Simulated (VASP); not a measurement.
Tc: single point with r2SCAN+rVV10

Crystal: Tc.

```
Tc
1.0
     0.00000    1.92100    1.92100
     1.92100    0.00000    1.92100
     1.92100    1.92100    0.00000
Tc
1
Direct
  0.00000 0.00000 0.00000
```

This isn't the form of Tc at room conditions, which is hcp.

```json
{"Program": "VASP 6.6.1", "Task": "single point", "Functional": "r2SCAN", "Dispersion": "rVV10", "Potentials or basis": "VASP PAW PBE potentials, release 64 (Tc_sv)", "Cutoff": "660 eV", "k mesh": "12 × 12 × 12", "Occupations": "fermi-dirac, width 0.05 eV", "Spin": "no spin polarisation", "Dipole correction": "no", "Further INCAR settings": "ALGO = Normal; EDIFF = 1e-06; NBANDS = 14"}
```

```json
{"Pressure": "0.7 GPa", "Band gap on the k mesh": "zero (an odd number of electrons rules out a gap without spin polarisation)"}
```

Levels at points of the mesh, in eV from the Fermi level:
| k point | band 6 | band 7 | band 8 | band 9 | band 10 | band 11 |
| --- | --- | --- | --- | --- | --- | --- |
| (0.00, 0.00, 0.00) | -2.00 | -2.00 | -2.00 | 0.87 | 0.87 | 14.40 |
| (0.50, 0.00, 0.00) | -2.14 | -2.14 | 1.21 | 2.98 | 2.98 | 11.50 |
| (0.50, 0.50, 0.00) | -5.82 | 2.97 | 3.55 | 3.55 | 4.04 | 13.82 |

It took 110 s on 1 thread of Intel(R) Xeon(R) Platinum 8259CL CPU @ 2.50GHz (Skylake/Cascade Lake), on a shared host, peak memory 0.22 GiB.

Caveat: the PAW data sets were made with another functional, which shifts forces and pressure a little.
